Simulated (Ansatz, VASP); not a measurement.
Hf: VASP beside Ansatz

POSCAR

```
Hf
1.0
    4.8361656963      0.0000000000      0.0000000000
   -2.4180828481      4.1882423499      0.0000000000
    0.0000000000      0.0000000000      3.0065069924
Hf
3
Direct
    0.0000000000      0.0000000000      0.0000000000
    0.3333333333      0.6666666667      0.5000000000
    0.6666666667      0.3333333333      0.5000000000
```

INCAR.step1

```
SYSTEM = Hf
  PREC = Accurate
  ENCUT = 520
  ISMEAR = -1
  SIGMA = 0.1
  LREAL = .FALSE.
  LASPH = .TRUE.
  NELM = 60
  NBANDS = 22
  GGA = PE
  ALGO = Normal
  EDIFF = 1E-4
  LWAVE = .TRUE.
  LCHARG = .FALSE.
```

The input INCAR.step2:

```
SYSTEM = Hf
  PREC = Accurate
  ENCUT = 520
  EDIFF = 1E-6
  ISMEAR = -1
  SIGMA = 0.1
  LREAL = .FALSE.
  LASPH = .TRUE.
  NELM = 60
  ALGO = Normal
  ISIF = 2
  LWAVE = .FALSE.
  LCHARG = .FALSE.
  METAGGA = R2SCAN
  LMIXTAU = .TRUE.
  NBANDS = 22
  ISTART = 1
```

The input KPOINTS:

```
regular mesh
0
G
  8 8 11
  0 0 0
```

Input for Ansatz:

```yaml
crystal:
  lattice:
    - [4.8361656963, 0.0, 0.0]
    - [-2.4180828481, 4.1882423499, 0.0]
    - [0.0, 0.0, 3.0065069924]
  atoms:
    - { symbol: Hf, position: [0.0, 0.0, 0.0] }
    - { symbol: Hf, position: [0.3333333333, 0.6666666667, 0.5] }
    - { symbol: Hf, position: [0.6666666667, 0.3333333333, 0.5] }
hamiltonian:
  xc: r2scan
  pseudopotentials:
    kind: paw
    azcp:
      Hf: "pseudopotentials/Hf.paw.azcp"
basis:
  ecutwfc: 500
  fft_grid_basis: typed
kpoints:
  mp_grid: { grid: [8, 8, 11], shift: [0, 0, 0] }
magnetization:
  spin_polarized: false
scf:
  occupations: { method: fermi_dirac, width: 0.1 }
  lower_state_search: "off"
output:
  stress: true
```

Alike in both runs: task single point; functional r2SCAN; k mesh 8 × 8 × 11; occupations fermi-dirac, width 0.1 eV; no spin polarisation.

```csv
,VASP,Ansatz
version,VASP 6.6.1,Ansatz 0.2.0
potentials or method,"VASP PAW PBE potentials, release 64 (Hf_pv), cutoff 520 eV","plane waves (500 eV) with PAW, scalar-relativistic"
valence electrons in the cell,30,78
```

|  | VASP | Ansatz | Ansatz less VASP |
| --- | --- | --- | --- |
| pressure (GPa) | 10.2 | 10.8 | +0.52 |
| traceless stress, the component that is largest in VASP (GPa) | 0.41 | 0.39 | -0.022 |

VASP's potentials were made for PBE, not for r2SCAN. VASP's potentials hold 30 valence electrons a cell and Ansatz's 78, so a difference there can come from the potentials and not from the codes.

Neither program's run includes spin-orbit coupling.
